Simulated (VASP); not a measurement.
A run of VASP 6.6.1 is set up as follows.

Contents of INCAR:

```
ALGO     = Fast           # electronic algorithm
EDIFF    = 1E-7           # SCF threshold, eV
ENCUT    = 520            # plane-wave cutoff, eV
GGA      = PE             # functional
ISIF     = 2              # what is computed and relaxed
ISMEAR   = -1             # smearing method
IVDW     = 13             # dispersion correction
LASPH    = True           # aspherical terms in the spheres
LCHARG   = False          # write CHGCAR
LREAL    = False          # projectors in reciprocal space
LWAVE    = False          # write WAVECAR
NBANDS   = 11             # bands
NELM     = 100            # most SCF steps
PREC     = Accurate       # precision mode
SIGMA    = 0.05           # smearing width, eV
```

The input KPOINTS:

```
k-points
0
Gamma
  12 12 12
```

File POSCAR:

```
Pd
1.0
    0.0000000000      1.9334358480      1.9334358480
    1.9334358480      0.0000000000      1.9334358480
    1.9334358480      1.9334358480      0.0000000000
Pd
1
Direct
    0.0000000000      0.0000000000      0.0000000000
```

Potentials or basis: VASP PAW PBE potentials, release 64 (Pd).

Launch:

```bash
$ cat potpaw_PBE.64/Pd/POTCAR > POTCAR
$ mpirun -np 1 vasp_std > vasp.out
```

Q: Estimate the band gap on the k mesh.

A: Zero (band 5 reaches 10.42 eV, above the bottom of band 6 at 8.78 eV).

Q: What does it give for the dispersion energy per atom?

A: -0.502 eV.

Q: Estimate the pressure.

A: 5.7 GPa.

Caveat: pairwise dispersion overbinds metals, which lowers pressure and volume.
